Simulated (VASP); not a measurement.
# Ag (P6/mmm) in VASP: single point with PBE

Aim: the single point of Ag with PBE.

Program: VASP 6.6.1. These are calculated values, not measurements. Logs are shortened: lines on timing, memory, paths and dates and some standing lists are left out, and cuts for length are marked.

**1. The cell of the first run**

The structure is hexagonal, space group P6/mmm (No. 191). Conventional cell: a = 2.385 Å, b = 2.385 Å, c = 2.287 Å, α = 90.00°, β = 90.00°, γ = 120.00°. Ag (site symmetry 6/mmm) has 8 Ag at 2.29 to 2.39 Å within 3.0 Å.

This isn't the form of Ag at room conditions, which is fcc.

**2. Single point, PBE**

Input file INCAR:

```
  PREC = Accurate
  ENCUT = 630
  EDIFF = 1E-6
  ISMEAR = -1
  SIGMA = 0.08
  LREAL = F
  LASPH = T
  NELM = 120
  ALGO = Normal
  ISIF = 2
  LWAVE = F
  LCHARG = T
  GGA = PE
  LELF = T
  LVHAR = T
  NBANDS = 16
  GGA_COMPAT = F
```

Input file KPOINTS:

```
Automatic mesh
0
Gamma
  15 15 14
```

Input file POSCAR:

```
Ag
1.0
    2.3851134846      0.0000000000      0.0000000000
   -1.1925567423      2.0655688686      0.0000000000
    0.0000000000      0.0000000000      2.2870575014
Ag
1
Direct
    0.0000000000      0.0000000000      0.0000000000
```

Potentials or basis: VASP PAW PBE potentials, release 64 (Ag_sv_GW).

The run is started by

```console
$ cat potpaw_PBE.64/Ag_sv_GW/POTCAR > POTCAR
$ mpirun -np 1 vasp_std > vasp.out
```

OUTCAR:

```text
PREC = Accurate
   ENCUT = 630
   EDIFF = 1E-6
   ISMEAR = -1
   LREAL = F
   LASPH = T
   NELM = 120
   ISIF = 2
   GGA = PE

 ion  position               nearest neighbor table
   1  0.000  0.000  0.000-

  LATTYP: Found a hexagonal cell.
 ALAT       =     2.3851134846
 C/A-ratio  =     0.9588883364

  Lattice vectors:

 A1 = (   2.3851134846,   0.0000000000,   0.0000000000)
 A2 = (  -1.1925567423,   2.0655688686,   0.0000000000)
 A3 = (   0.0000000000,   0.0000000000,   2.2870575014)

Analysis of symmetry for initial positions (statically):
=====================================================================
 Subroutine PRICEL returns:
 Original cell was already a primitive cell.

 Routine SETGRP: Setting up the symmetry group for a
 hexagonal supercell.

 Subroutine GETGRP returns: Found 24 space group operations
 (whereof 24 operations were pure point group operations)
 out of a pool of 24 trial point group operations.

The static configuration has the point symmetry D_6h.

Analysis of symmetry for dynamics (positions and initial velocities):
=====================================================================
 Subroutine PRICEL returns:
 Original cell was already a primitive cell.

 Routine SETGRP: Setting up the symmetry group for a
 hexagonal supercell.

 Subroutine GETGRP returns: Found 24 space group operations
 (whereof 24 operations were pure point group operations)
 out of a pool of 24 trial point group operations.

The dynamic configuration has the point symmetry D_6h.

 Subroutine INISYM returns: Found 24 space group operations
 (whereof 24 operations are pure point group operations),
 and found     1 'primitive' translations

----------------------------------------------------------------------------------------

                                     Primitive cell

  volume of cell :      11.2675

  direct lattice vectors                    reciprocal lattice vectors
     2.385113485  0.000000000  0.000000000     0.419267262  0.242064067  0.000000000
    -1.192556742  2.065568869  0.000000000     0.000000000  0.484128133  0.000000000
     0.000000000  0.000000000  2.287057501     0.000000000  0.000000000  0.437243051

  length of vectors
     2.385113485  2.385113485  2.287057501     0.484128133  0.484128133  0.437243051

  position of ions in fractional coordinates (direct lattice)
     0.000000000  0.000000000  0.000000000

  ion indices of the primitive-cell ions
[... 66 lines left out ...]
   ISTART =      0    job   : 0-new  1-cont  2-samecut
   ICHARG =      2    charge: 1-file 2-atom 10-const
   ISPIN  =      1    spin polarized calculation?
   LNONCOLLINEAR =      F non collinear calculations
   LSORBIT =      F    spin-orbit coupling
   LASPH  =      T    aspherical Exc in radial PAW
   ENCUT  =  630.0 eV  46.30 Ry    6.80 a.u.   4.88  4.88  4.68*2*pi/ulx,y,z
   NELM   =    120;   NELMIN=  2; NELMDL= -5     # of ELM steps
   EDIFF  = 0.1E-05   stopping-criterion for ELM
   LREAL  =      F    real-space projection
   EDIFFG = 0.1E-04   stopping-criterion for IOM
   NSW    =      0    number of steps for IOM
   IBRION =     -1    ionic relax: 0-MD 1-quasi-New 2-CG
   NFREE  =      0    steps in history (QN), initial steepest desc. (CG)
   ISIF   =      2    stress and relaxation
   ISYM   =      2    0-nonsym 1-usesym 2-fastsym
   POTIM  = 0.5000    time-step for ionic-motion
   TEBEG  =    0.0;   TEEND  =   0.0 temperature during run
   PSTRESS=    0.0 pullay stress
   NELECT =      19.0000    total number of electrons
   NUPDOWN=      -1.0000    fix difference up-down
   EMIN   =  10.00;   EMAX   =-10.00  energy-range for DOS
   EFERMI =   0.00;   METHOD = LEGACY
   ISMEAR =    -1;   SIGMA  =   0.08  broadening in eV -4-tet -1-fermi 0-gaus
   EFERMI_NEDOS =   21; number of points for ismear=-14 and -15
   IALGO  =     38    algorithm
   IMIX   =      4    mixing-type and parameters
     AMIX     =   0.40;   BMIX     =  1.00
     AMIX_MAG =   1.60;   BMIX_MAG =  1.00
  volume/ion in A,a.u.               =      11.27        76.04
  Fermi-wavevector in a.u.,A,eV,Ry     =   1.948576  3.682275 51.660638  3.796950
  Thomas-Fermi vector in A             =   2.976546
   LORBIT       =      0    0 simple, 1 ext, 2 COOP (PROOUT), +10 PAW based schemes
   GGA     = PE    functional components
   LHFCALC =     F    Hartree Fock is set to
   AEXX    =    0.0000 exact exchange contribution
   IVDW    =     0    specifies the selected vdW correction
   LEPSILON=     F    determine dielectric tensor
   LRPA    =     F    only Hartree local field effects (RPA)
 non-spin polarized calculation
  energy-cutoff  :      630.00
  volume of cell :       11.27
 maximum number of plane-waves:       423
 NGX is ok and might be reduce to    20
   NGX =  9   NGY =  9   NGZ =  9

 number of electron      19.0000008 magnetization

 Free energy of the ion-electron system (eV)
  ---------------------------------------------------
  ext. energy  EPLUGINS =         0.00000000
  ---------------------------------------------------
  free energy    TOTEN  =         2.25691192 eV

  energy without entropy =        2.26055142  energy(sigma->0) =        2.25873167

 E-fermi :  14.0377     XC(G=0): -15.2391

 val. band max:       14.0261038381   @ k =   0.3333   0.0000   0.3571
 cond. band min:      14.1462152337   @ k =   0.1333   0.0667   0.5000
 fundamental gap:      0.1201113956
 Fermi energy:        14.0376702643

 k-point     1 :       0.0000    0.0000    0.0000
  band No.  band energies     occupation
      1     -79.7674      2.00000
      2     -42.7360      2.00000
      3     -42.7360      2.00000
      4     -42.7081      2.00000
      5       2.6221      2.00000
      6       3.6876      2.00000
[... 433 lines left out ...]
      3     -43.2003      2.00000
      4     -42.5852      2.00000
      5       4.7726      2.00000
      6       5.3298      2.00000
[... 8 lines left out ...]
     15      41.7732      0.00000
     16      44.5851      0.00000

 [... further k-points ...]
[... 5 lines left out ...]
  --------------------------------------------------------------------------------------
  -------------------------------------------------------------------------------------
  Total       13.4518341     13.4518341     13.4350318      0.0000000      0.0000000      0.0000000
  in kB     1912.7855197   1912.7855198   1910.3963046      0.0000000      0.0000000      0.0000000
  external PRESSURE =    1911.9891147 kB  Pullay stress =       0.0000000 kB

 VOLUME and BASIS-vectors are now :
 -----------------------------------------------------------------------------
  energy-cutoff  :      630.00
  volume of cell :       11.27
      direct lattice vectors                 reciprocal lattice vectors
     2.385113485  0.000000000  0.000000000     0.419267262  0.242064067  0.000000000
    -1.192556742  2.065568869  0.000000000     0.000000000  0.484128133  0.000000000
     0.000000000  0.000000000  2.287057501     0.000000000  0.000000000  0.437243051

 POSITION                                       TOTAL-FORCE (eV/Angst)
 -----------------------------------------------------------------------------------
      0.00000      0.00000      0.00000         0.000000      0.000000      0.000000
 -----------------------------------------------------------------------------------
    total drift:                                0.000000      0.000000      0.000000

  FREE ENERGIE OF THE ION-ELECTRON SYSTEM (eV)
  ---------------------------------------------------
  free  energy   TOTEN  =         2.2569119189 eV

  energy  without entropy=        2.2605514221  energy(sigma->0) =        2.25873167
```

OSZICAR:

```text
N       E                     dE             d eps       ncg     rms          rms(c)
DAV:   1     0.315345906454E+03    0.31535E+03   -0.13475E+04  7248   0.193E+03
DAV:   2     0.877208088396E+01   -0.30657E+03   -0.28568E+03  6968   0.651E+02
DAV:   3     0.166907773215E+01   -0.71030E+01   -0.70746E+01 10872   0.124E+02
DAV:   4     0.155253733001E+01   -0.11654E+00   -0.11652E+00  8456   0.127E+01
DAV:   5     0.154638289645E+01   -0.61544E-02   -0.61543E-02 11344   0.299E+00    0.603E+00
DAV:   6     0.219985924158E+01    0.65348E+00   -0.12617E+00 10456   0.314E+01    0.275E+00
DAV:   7     0.224428204771E+01    0.44423E-01   -0.47595E-02 11464   0.309E+00    0.156E+00
DAV:   8     0.225695719382E+01    0.12675E-01   -0.15618E-02  9096   0.265E+00    0.172E-01
DAV:   9     0.225691726323E+01   -0.39931E-04   -0.50321E-04 10488   0.366E-01    0.725E-02
DAV:  10     0.225691252526E+01   -0.47380E-05   -0.16484E-05 11184   0.746E-02    0.687E-03
DAV:  11     0.225691191886E+01   -0.60640E-06   -0.28880E-07  6312   0.893E-03
   1 F= 0.22569119E+01 E0= 0.22587317E+01  d E =-.363950E-02
```

stdout:

```text
POSCAR found type information on POSCAR Ag
 POSCAR found :  1 types and       1 ions
 scaLAPACK will be used
 LDA part: xc-table for (Slater+PW92), standard interpolation
 POSCAR, INCAR and KPOINTS ok, starting setup
 FFT: planning ... GRIDC
 FFT: planning ... GRID_SOFT
 FFT: planning ... GRID
 WAVECAR not read
 entering main loop
```

Run time: 21 s. Hardware: 1 thread of Intel Xeon 6975P-C (Granite Rapids), shared host; peak memory 0.18 GiB.

Results:

```
Free energy            : 2.2569 eV
Pressure               : 191.2 GPa
Band gap on the k mesh : zero (an odd number of electrons rules out a gap without spin polarisation)
```

Caveat: the cell stands under pressure.

The gap in the log of VASP goes by the Fermi energy; the results here count the filled bands.